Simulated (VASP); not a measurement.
Sb:

```
CELL_PARAMETERS angstrom
-1.72500 1.72500 1.72500
1.72500 -1.72500 1.72500
1.72500 1.72500 -1.72500
ATOMIC_POSITIONS crystal
Sb 0.00000 0.00000 0.00000
```

Base run:

| Property | Result |
| --- | --- |
| Program | VASP 6.6.1 |
| Functional | PBEsol |
| Potentials or basis | VASP PAW PBE potentials, release 64 (Sb) |
| Cutoff | 520 eV |
| k mesh | 10 × 10 × 10 |
| Occupations | fermi-dirac, width 0.1 eV |
| Spin | no spin polarisation |

Its results: pressure 28.1 GPa.

**Question.** The run is repeated on the same cell with these changes: functional from PBEsol to PBE. What comes out?

**Answer.** Pressure 32.6 GPa.

PBE binds less tightly than PBEsol, so the same cell stands under more pressure.

Caveats: the PAW data sets were made with another functional, which shifts forces and pressure a little (some runs).
